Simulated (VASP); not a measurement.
# In3As (P6mm) in VASP: notebook

Runs on In3As. Level: PBE. Tasks: single point.

All numbers are computed with VASP 6.6.1; they aren't measurements. Logs are shortened: lines on timing, memory, paths and dates and some standing lists are left out, and cuts for length are marked.

**1. The cell of the first run**

It takes space group P6mm (No. 183, hexagonal). The conventional cell has a = 4.256 Å, b = 4.256 Å, c = 7.177 Å, α = 90.00°, β = 90.00°, γ = 120.00°. Within 3.2 Å of In (site symmetry 3m) lie 6 In at 2.46 Å and 3 As at 3.09 Å. In (site symmetry 6mm) has 1 As at 1.96 Å and 6 In at 2.46 Å within 2.6 Å. As (site symmetry 6mm) has 1 In at 1.96 Å within 2.6 Å.

The cell was generated, and may not be a known phase.

**2. Single point, PBE**

Input file INCAR:

```
PREC     = Accurate       # precision mode
ENCUT    = 520            # plane-wave cutoff, eV
EDIFF    = 1E-6           # SCF threshold, eV
ISMEAR   = 0              # smearing method
SIGMA    = 0.1            # smearing width, eV
LREAL    = F              # projectors in reciprocal space
LASPH    = T              # aspherical terms in the spheres
NELM     = 60             # most SCF steps
ALGO     = Normal         # electronic algorithm
ISIF     = 2              # what is computed and relaxed
LWAVE    = F              # write WAVECAR
LCHARG   = F              # write CHGCAR
GGA      = PE             # functional
NBANDS   = 30             # bands
```

Input file KPOINTS:

```
regular mesh
0
Gamma
  6 6 4
```

Input file POSCAR:

```
In3As
1.0
    4.2562115500      0.0000000000      0.0000000000
   -2.1281057800      3.6859873300      0.0000000000
    0.0000000000      0.0000000000      7.1768623500
In As
3 1
Direct
    0.3333333300      0.6666666700      0.7653372200
    0.6666666700      0.3333333300      0.7653372200
    0.0000000000      0.0000000000      0.7526654100
    0.0000000000      0.0000000000      0.0252831100
```

Potentials or basis: VASP PAW PBE potentials, release 64 (In_d, As).

On the command line:

```bash
$ cat potpaw_PBE.64/In_d/POTCAR potpaw_PBE.64/As/POTCAR > POTCAR
$ mpirun -np 1 vasp_std > vasp.out
```

OUTCAR:

```text
PREC = Accurate
   ENCUT = 520
   EDIFF = 1E-6
   ISMEAR = 0
   LREAL = F
   LASPH = T
   NELM = 60
   ISIF = 2
   GGA = PE

 ion  position               nearest neighbor table
   1  0.333  0.667  0.765-   2 2.46   2 2.46   2 2.46   3 2.46   3 2.46   3 2.46   4 3.09   4 3.09
                             4 3.09
   2  0.667  0.333  0.765-   1 2.46   1 2.46   1 2.46   3 2.46   3 2.46   3 2.46   4 3.09   4 3.09
                             4 3.09
   3  0.000  0.000  0.753-   4 1.96   2 2.46   1 2.46   2 2.46   1 2.46   2 2.46   1 2.46
   4  0.000  0.000  0.025-   3 1.96   2 3.09   1 3.09   2 3.09   1 3.09   2 3.09   1 3.09

  LATTYP: Found a hexagonal cell.
 ALAT       =     4.2562115500
 C/A-ratio  =     1.6862090302

  Lattice vectors:

 A1 = (   4.2562115500,   0.0000000000,   0.0000000000)
 A2 = (  -2.1281057800,   3.6859873300,   0.0000000000)
 A3 = (   0.0000000000,   0.0000000000,   7.1768623500)

Analysis of symmetry for initial positions (statically):
=====================================================================
 Subroutine PRICEL returns:
 Original cell was already a primitive cell.

 Routine SETGRP: Setting up the symmetry group for a
 hexagonal supercell.

 Subroutine GETGRP returns: Found 12 space group operations
 (whereof 12 operations were pure point group operations)
 out of a pool of 24 trial point group operations.

The static configuration has the point symmetry C_6v.

Analysis of symmetry for dynamics (positions and initial velocities):
=====================================================================
 Subroutine PRICEL returns:
 Original cell was already a primitive cell.

 Routine SETGRP: Setting up the symmetry group for a
 hexagonal supercell.

 Subroutine GETGRP returns: Found 12 space group operations
 (whereof 12 operations were pure point group operations)
 out of a pool of 24 trial point group operations.

The dynamic configuration has the point symmetry C_6v.

 Subroutine INISYM returns: Found 12 space group operations
 (whereof 12 operations are pure point group operations),
 and found     1 'primitive' translations

----------------------------------------------------------------------------------------

                                     Primitive cell

  volume of cell :     112.5931

  direct lattice vectors                    reciprocal lattice vectors
     4.256211550  0.000000000  0.000000000     0.234950727  0.135648866  0.000000000
    -2.128105780  3.685987330  0.000000000     0.000000000  0.271297731  0.000000000
     0.000000000  0.000000000  7.176862350     0.000000000  0.000000000  0.139336656

  length of vectors
     4.256211550  4.256211556  7.176862350     0.271297732  0.271297731  0.139336656

  position of ions in fractional coordinates (direct lattice)
     0.333333330  0.666666670  0.765337220
     0.666666670  0.333333330  0.765337220
     0.000000000  0.000000000  0.752665410
     0.000000000  0.000000000  0.025283110

  ion indices of the primitive-cell ions
   primitive index   ion index
                 1           1
                 2           2
                 3           3
                 4           4

----------------------------------------------------------------------------------------

 KPOINTS: regular mesh

Automatic generation of k-mesh.
 Grid dimensions read from file:
 generate k-points for:    6    6    4

 Generating k-lattice:

  Cartesian coordinates                     Fractional coordinates (reciprocal lattice)
     0.039158455  0.022608144  0.000000000     0.166666667  0.000000000  0.000000000
     0.000000000  0.045216289  0.000000000     0.000000000  0.166666667  0.000000000
     0.000000000  0.000000000  0.034834164     0.000000000  0.000000000  0.250000000

  Length of vectors
     0.045216289  0.045216289  0.034834164

  Shift w.r.t. Gamma in fractional coordinates (k-lattice)
     0.000000000  0.000000000  0.000000000

 Subroutine IBZKPT returns following result:
 ===========================================

 Found     21 irreducible k-points:

 Following reciprocal coordinates:
            Coordinates               Weight
  0.000000  0.000000  0.000000      1.000000
  0.166667  0.000000  0.000000      6.000000
  0.333333  0.000000  0.000000      6.000000
  0.500000  0.000000  0.000000      3.000000
  0.166667  0.166667  0.000000      6.000000
  0.333333  0.166667  0.000000     12.000000
[... 13 lines left out ...]
  0.333333  0.166667  0.500000     12.000000
  0.333333  0.333333  0.500000      2.000000
   k-points           NKPTS =     21   k-points in BZ     NKDIM =     21   number of bands    NBANDS=     30
   number of dos      NEDOS =    301   number of ions     NIONS =      4
   total plane-waves  NPLWV =  55296
   dimension x,y,z NGX =    32 NGY =   32 NGZ =   54
   dimension x,y,z NGXF=    64 NGYF=   64 NGZF=  108
   ions per type =               3   1
   NGX,Y,Z   is equivalent  to a cutoff of  12.50, 12.50, 12.51 a.u.
   NGXF,Y,Z  is equivalent  to a cutoff of  25.00, 25.00, 25.02 a.u.
 SYSTEM =  unknown system
   PREC   = accura    normal or accurate (medium, high low for compatibility)
   ISTART =      0    job   : 0-new  1-cont  2-samecut
   ICHARG =      2    charge: 1-file 2-atom 10-const
   ISPIN  =      1    spin polarized calculation?
   LNONCOLLINEAR =      F non collinear calculations
   LSORBIT =      F    spin-orbit coupling
   LASPH  =      T    aspherical Exc in radial PAW
   ENCUT  =  520.0 eV  38.22 Ry    6.18 a.u.   7.91  7.91 13.34*2*pi/ulx,y,z
   NELM   =     60;   NELMIN=  2; NELMDL= -5     # of ELM steps
   EDIFF  = 0.1E-05   stopping-criterion for ELM
   LREAL  =      F    real-space projection
   EDIFFG = 0.1E-04   stopping-criterion for IOM
   NSW    =      0    number of steps for IOM
   IBRION =     -1    ionic relax: 0-MD 1-quasi-New 2-CG
   NFREE  =      0    steps in history (QN), initial steepest desc. (CG)
   ISIF   =      2    stress and relaxation
   ISYM   =      2    0-nonsym 1-usesym 2-fastsym
   POTIM  = 0.5000    time-step for ionic-motion
   TEBEG  =    0.0;   TEEND  =   0.0 temperature during run
   PSTRESS=    0.0 pullay stress
   NELECT =      44.0000    total number of electrons
   NUPDOWN=      -1.0000    fix difference up-down
   EMIN   =  10.00;   EMAX   =-10.00  energy-range for DOS
   EFERMI =   0.00;   METHOD = LEGACY
   ISMEAR =     0;   SIGMA  =   0.10  broadening in eV -4-tet -1-fermi 0-gaus
   EFERMI_NEDOS =   21; number of points for ismear=-14 and -15
   IALGO  =     38    algorithm
   IMIX   =      4    mixing-type and parameters
     AMIX     =   0.40;   BMIX     =  1.00
     AMIX_MAG =   1.60;   BMIX_MAG =  1.00
  volume/ion in A,a.u.               =      28.15       189.95
  Fermi-wavevector in a.u.,A,eV,Ry     =   1.196893  2.261799 19.491051  1.432552
  Thomas-Fermi vector in A             =   2.332821
   LORBIT       =      0    0 simple, 1 ext, 2 COOP (PROOUT), +10 PAW based schemes
   GGA     = PE    functional components
   LHFCALC =     F    Hartree Fock is set to
   AEXX    =    0.0000 exact exchange contribution
   IVDW    =     0    specifies the selected vdW correction
   LEPSILON=     F    determine dielectric tensor
   LRPA    =     F    only Hartree local field effects (RPA)
 non-spin polarized calculation
 Gauss-broadening in eV      SIGMA  =   0.10
  energy-cutoff  :      520.00
  volume of cell :      112.59
 maximum number of plane-waves:      3060
 NGX is ok and might be reduce to    32
   NGX = 15   NGY = 15   NGZ = 27

 number of electron      43.9999993 magnetization

 Free energy of the ion-electron system (eV)
  ---------------------------------------------------
  ext. energy  EPLUGINS =         0.00000000
  ---------------------------------------------------
  free energy    TOTEN  =         2.65460166 eV

  energy without entropy =        2.67360188  energy(sigma->0) =        2.66410177

 E-fermi :   6.0025     XC(G=0):  -8.5081

 val. band max:        5.9578262145   @ k =   0.5000   0.0000   0.0000
 cond. band min:       6.0428657219   @ k =   0.3333   0.0000   0.5000
 fundamental gap:      0.0850395074
 Fermi energy:         6.0025303568

 k-point     1 :       0.0000    0.0000    0.0000
  band No.  band energies     occupation
      1     -13.0668      2.00000
      2     -11.9403      2.00000
      3     -11.9403      2.00000
      4     -11.8278      2.00000
      5     -11.8278      2.00000
      6     -11.5307      2.00000
[... 22 lines left out ...]
     29      11.9926      0.00000
     30      12.2050      0.00000

 k-point     2 :       0.1667    0.0000    0.0000
  band No.  band energies     occupation
      1     -12.9202      2.00000
      2     -12.4075      2.00000
      3     -12.1791      2.00000
      4     -11.9614      2.00000
      5     -11.8098      2.00000
      6     -11.8073      2.00000
[... 22 lines left out ...]
     29      11.0081      0.00000
     30      12.4277      0.00000

 k-point     3 :       0.3333    0.0000    0.0000
  band No.  band energies     occupation
      1     -13.1409      2.00000
      2     -12.6262      2.00000
      3     -12.4208      2.00000
      4     -12.1738      2.00000
      5     -12.0034      2.00000
      6     -11.8035      2.00000
[... 22 lines left out ...]
     29      12.8920      0.00000
     30      13.5393      0.00000

 k-point     4 :       0.5000    0.0000    0.0000
  band No.  band energies     occupation
      1     -13.4172      2.00000
      2     -12.4862      2.00000
      3     -12.4587      2.00000
      4     -12.3101      2.00000
      5     -12.0733      2.00000
      6     -11.8357      2.00000
[... 517 lines left out ...]
     29      12.7885      0.00000
     30      12.8849      0.00000

 k-point    20 :       0.3333    0.1667    0.5000
  band No.  band energies     occupation
      1     -13.2652      2.00000
      2     -12.8613      2.00000
      3     -12.7740      2.00000
      4     -12.1487      2.00000
      5     -11.9787      2.00000
      6     -11.7649      2.00000
[... 22 lines left out ...]
     29      13.1434      0.00000
     30      13.6543      0.00000

 k-point    21 :       0.3333    0.3333    0.5000
  band No.  band energies     occupation
      1     -13.1274      2.00000
      2     -13.1065      2.00000
      3     -13.1065      2.00000
      4     -12.0904      2.00000
      5     -11.8542      2.00000
      6     -11.8542      2.00000
[... 22 lines left out ...]
     29      12.3507      0.00000
     30      12.3507      0.00000

------------------------ aborting loop because EDIFF is reached ----------------------------------------

  FORCE on cell =-STRESS in cart. coord.  units (eV):
  Direction    XX          YY          ZZ          XY          YZ          ZX
  --------------------------------------------------------------------------------------
  -------------------------------------------------------------------------------------
  Total       46.8680678     46.8680679     39.7806762     -0.0000001      0.0000000      0.0000000
  in kB      666.9234237    666.9234251    566.0712297     -0.0000009      0.0000000      0.0000000
  external PRESSURE =     633.3060262 kB  Pullay stress =       0.0000000 kB

 VOLUME and BASIS-vectors are now :
 -----------------------------------------------------------------------------
  energy-cutoff  :      520.00
  volume of cell :      112.59
      direct lattice vectors                 reciprocal lattice vectors
     4.256211550  0.000000000  0.000000000     0.234950727  0.135648866  0.000000000
    -2.128105780  3.685987330  0.000000000     0.000000000  0.271297731  0.000000000
     0.000000000  0.000000000  7.176862350     0.000000000  0.000000000  0.139336656

 POSITION                                       TOTAL-FORCE (eV/Angst)
 -----------------------------------------------------------------------------------
     -0.00000      2.45732      5.49272         0.000000     -0.000000     -0.484779
      2.12811      1.22866      5.49272        -0.000000      0.000000     -0.484779
      0.00000      0.00000      5.40178         0.000000      0.000000    -19.545816
      0.00000      0.00000      0.18145        -0.000000      0.000000     20.515373
 -----------------------------------------------------------------------------------
    total drift:                               -0.000000     -0.000000      0.001011

  FREE ENERGIE OF THE ION-ELECTRON SYSTEM (eV)
  ---------------------------------------------------
  free  energy   TOTEN  =         2.6546016647 eV

  energy  without entropy=        2.6736018839  energy(sigma->0) =        2.66410177
```

Wall time 38 s (1 thread of Intel Xeon 6975P-C (Granite Rapids), shared host); peak memory 0.25 GiB.

What came out:

```yaml
Free_energy: 2.6546 eV
Pressure: 63.3 GPa
Largest_force: 20.515 eV/Å
Band_gap_on_the_k_mesh: zero (bands 22 and 23 overlap by 0.65 eV)
```

Forces in eV/Å, atoms in the order of the input:
```
In    0.000   0.000  -0.485
In    0.000   0.000  -0.485
In    0.000   0.000 -19.546
As    0.000   0.000  20.515
```

Stress tensor (GPa, compression positive):
```
66.69  0.00  0.00
 0.00 66.69  0.00
 0.00  0.00 56.61
```

Levels at points of the mesh, in eV from the Fermi level:
```csv
k point,band 19,band 20,band 21,band 22,band 23,band 24,band 25,band 26
"(0.00, 0.00, 0.00)",-2.48,-2.48,-1.62,-0.55,-0.55,1.09,1.92,1.92
"(0.50, 0.00, 0.00)",-6.02,-3.23,-2.32,-1.32,-0.04,1.53,2.03,5.49
"(0.00, 0.00, 0.50)",-2.47,-2.47,-1.74,-0.55,-0.55,1.10,1.88,1.88
"(0.50, 0.00, 0.50)",-6.01,-3.31,-2.20,-1.14,-0.08,1.93,2.13,4.28
```

Caveat: the stress differs along the axes, from 57 to 67 GPa; semilocal functionals underestimate gaps, and a narrow one can read as zero; spin-orbit coupling is left out, which moves the levels of the heavy elements; forces of over 1 eV/Å act on the atoms, so gaps and moduli don't describe the material at rest.

(Part 1 of 2 ends here.)

The gap in the log of VASP goes by the Fermi energy; the results here count the filled bands.